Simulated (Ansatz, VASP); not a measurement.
**One calculation of CaO, two programs**

The input POSCAR:

```
CaO
1.0
    0.0000000000      2.3975501188      2.3975501188
    2.3975501188      0.0000000000      2.3975501188
    2.3975501188      2.3975501188      0.0000000000
Ca O
1 1
Direct
    0.0000000000      0.0000000000      0.0000000000
    0.5000000000      0.5000000000      0.5000000000
```

The input INCAR.step1:

```
SYSTEM = CaO
PREC = Accurate
ENCUT = 520
ISMEAR = 0
SIGMA = 0.01
LREAL = .FALSE.
LASPH = .TRUE.
NELM = 100
NBANDS = 15
GGA = PE
ALGO = Normal
EDIFF = 1E-4
LWAVE = .TRUE.
LCHARG = .FALSE.
```

The input INCAR.step2:

```
SYSTEM = CaO
PREC = Accurate
ENCUT = 520
EDIFF = 1E-6
ISMEAR = 0
SIGMA = 0.01
LREAL = .FALSE.
LASPH = .TRUE.
NELM = 100
ALGO = Normal
ISIF = 2
LWAVE = .FALSE.
LCHARG = .TRUE.
METAGGA = R2SCAN
LMIXTAU = .TRUE.
LELF = .TRUE.
LVHAR = .TRUE.
NBANDS = 15
ISTART = 1
```

The input KPOINTS:

```
Automatic mesh
0
G
  6 6 6
  0 0 0
```

Input for Ansatz:

```yaml
crystal:
  lattice:
    - [0.0, 2.3975501188, 2.3975501188]
    - [2.3975501188, 0.0, 2.3975501188]
    - [2.3975501188, 2.3975501188, 0.0]
  atoms:
    - { symbol: Ca, position: [0.0, 0.0, 0.0] }
    - { symbol: O, position: [0.5, 0.5, 0.5] }
kpoints:
  mp_grid: { grid: [6, 6, 6] }
hamiltonian:
  xc: r2scan
scf:
  occupations: { method: fixed }
  n_extra_bands: 4
output:
  forces: true
  stress: true
  eigenvalues: true
```

Alike in both runs: task single point; functional r2SCAN; k mesh 6 × 6 × 6; no spin polarisation.

|  | VASP | Ansatz |
| --- | --- | --- |
| version | VASP 6.6.1 | Ansatz 0.2.0 |
| potentials or method | VASP PAW PBE potentials, release 64 (Ca_sv, O) | plane waves, PAW |
| plane-wave cutoff (eV) | 520 | 500 |
| occupations | gaussian, width 0.01 eV | fixed |
| valence electrons in the cell | 16 | 16 |

```tsv
	VASP	Ansatz	Ansatz less VASP
gap on the k mesh at the Fermi level (eV)	4.19	4.20	+0.012
pressure (GPa)	1.0	0.0	-1.05
```

VASP's potentials were made for PBE, not for r2SCAN.
